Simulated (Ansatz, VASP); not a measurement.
**Cd4Se3S in VASP and in Ansatz**

```xyz
8
Lattice="4.3365 0.0000 0.0000 0.0000 4.3365 0.0000 0.0000 0.0000 12.2326" Properties=species:S:1:pos:R:3 pbc="T T T"
Cd    2.1683    0.0000   10.8179
Cd    0.0000    2.1683    1.4147
Cd    2.1683    0.0000    4.5463
Cd    0.0000    2.1683    7.6863
Se    2.1683    2.1683    2.9795
Se    0.0000    0.0000    6.1163
Se    2.1683    2.1683    9.2531
S     0.0000    0.0000    0.0000
```

Alike in both runs: functional PBE; k mesh 8 × 8 × 4; occupations gaussian, width 0.02 eV; no spin polarisation.

Ansatz relaxed the structure, and its values are those at the end. VASP's run is a single point on that final structure, the one shown.

|  | VASP | Ansatz |
| --- | --- | --- |
| version | VASP 6.6.1 | Ansatz 0.2.0 |
| potentials or method | VASP PAW PBE potentials, release 64 (Cd, Se, S), cutoff 520 eV | scalar-relativistic, plane waves, PAW |
| valence electrons in the cell | 72 | 134 |

```csv
,VASP,Ansatz,Ansatz less VASP
gap on the k mesh at the Fermi level (eV),0.59,0.59,+0.001
least direct gap on the mesh (eV),0.59,0.59,+0.001
pressure (GPa),0.3,0.0,-0.27
```

The functional is the same, so the differences come from potentials, cutoffs and numerics. VASP's potentials hold 72 valence electrons a cell and Ansatz's 134, so a difference there can come from the potentials and not from the codes.
